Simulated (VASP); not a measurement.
A run of VASP 6.6.1:

File INCAR:

```
SYSTEM = Li3Si2N
PREC = Accurate
ENCUT = 600
EDIFF = 1E-6
ISMEAR = 0
SIGMA = 0.1
LREAL = .FALSE.
LASPH = .TRUE.
NELM = 80
ALGO = Normal
ISIF = 3
LWAVE = .FALSE.
LCHARG = .FALSE.
GGA = PE
IBRION = 2
NSW = 100
EDIFFG = -0.01
```

Contents of KPOINTS:

```
regular mesh
0
G
  12 12 6
  0 0 0
```

The input POSCAR:

```
Li3Si2N
1.0
    5.1274969851      0.0000000000      0.0000000000
   -2.5637484926      4.4405426469      0.0000000000
    0.0000000000      0.0000000000      5.9645175025
Li Si N
3 2 1
Direct
    0.4715353559      0.0000000000      0.5000000000
    0.0000000000      0.4715353559      0.5000000000
    0.5284646441      0.5284646441      0.5000000000
    0.0000000000      0.0000000000      0.7211326973
    0.0000000000      0.0000000000      0.2788673027
    0.0000000000      0.0000000000      0.0000000000
```

Potentials or basis: VASP PAW PBE potentials, release 64 (Li_sv, Si, N).

The run is started by

```console
$ cat potpaw_PBE.64/Li_sv/POTCAR potpaw_PBE.64/Si/POTCAR potpaw_PBE.64/N/POTCAR > POTCAR
$ mpirun -np 1 vasp_std > vasp.out
```

Hardware: 1 thread of Intel(R) Xeon(R) Platinum 8559C (Emerald Rapids), with other jobs on the host.

Question: Estimate the wall time of this run.

Answer: It took 120 s on 1 thread of Intel(R) Xeon(R) Platinum 8559C (Emerald Rapids), on a shared host, peak memory 0.39 GiB. Counts: scf iterations 20, k points 76, ion steps 2.
